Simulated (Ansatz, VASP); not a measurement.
B: VASP beside Ansatz

```
B
1.0
     2.44920    1.41404    4.17472
    -2.44920    1.41404    4.17472
     0.00000   -2.82809    4.17472
B
12
Direct
  0.00997 0.65429 0.00997
  0.00997 0.00997 0.65429
  0.65429 0.00997 0.00997
  0.34571 0.99003 0.99003
  0.99003 0.34571 0.99003
  0.99003 0.99003 0.34571
  0.22057 0.63163 0.22057
  0.22057 0.22057 0.63163
  0.63163 0.22057 0.22057
  0.36837 0.77943 0.77943
  0.77943 0.36837 0.77943
  0.77943 0.77943 0.36837
```

Alike in both runs: task relaxation of cell and atoms; functional r2SCAN; k mesh 9 × 9 × 9; occupations gaussian, width 0.02 eV; no spin polarisation.

|  | VASP | Ansatz |
| --- | --- | --- |
| version | VASP 6.6.1 | Ansatz 0.2.0 |
| potentials or method | VASP PAW PBE potentials, release 64 (B), cutoff 550 eV | scalar-relativistic, plane waves, PAW |
| valence electrons in the cell | 36 | 36 |

|  | VASP | Ansatz | Ansatz less VASP |
| --- | --- | --- | --- |
| gap on the k mesh at the Fermi level, each at its own relaxed structure (eV) | 1.62 | 1.63 | +0.006 |
| relaxed volume (Å³/atom) | 7.23 | 7.22 | -0.003 |
| relaxed length of the cell vector where the two differ most in proportion (Å) | 5.041 | 5.040 | -0.0008 |

VASP's potentials were made for PBE, not for r2SCAN.
